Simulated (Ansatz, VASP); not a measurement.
**K2SiB2 in VASP and in Ansatz**

```
CELL_PARAMETERS angstrom
1.54598 -9.44307 0.00000
1.54598 9.44307 0.00000
0.00000 0.00000 4.17696
ATOMIC_POSITIONS crystal
K 0.36694 0.63306 0.50000
K 0.63306 0.36694 0.50000
Si 0.00000 0.00000 0.00000
B 0.24854 0.75146 0.00000
B 0.75146 0.24854 0.00000
```

Change from the starting cell: species swapped into the Sm2InNi2 type (Cmmm, No. 65).

Alike in both runs: functional PBE; k mesh 6 × 6 × 4; occupations gaussian, width 0.1 eV; no spin polarisation.

Ansatz relaxed the structure, and its values are those at the end. VASP's run is a single point on that final structure, the one shown.

|  | VASP | Ansatz |
| --- | --- | --- |
| version | VASP 6.6.1 | Ansatz 0.2.0 |
| potentials or method | VASP PAW PBE potentials, release 64 (K_sv, Si, B), cutoff 520 eV | scalar-relativistic, plane waves, PAW |
| valence electrons in the cell | 28 | 28 |

|  | VASP | Ansatz | Ansatz less VASP |
| --- | --- | --- | --- |
| gap on the k mesh at the Fermi level (eV) | none | none | - |
| pressure (GPa) | 0.0 | 0.0 | -0.02 |
| rms of the force components (eV/Å) | 0.010 | 0.010 | -0.0001 |

A gap of «none» marks a metal or a gap that the smearing closes.

The k mesh is coarse, so the values compare programs but aren't converged.
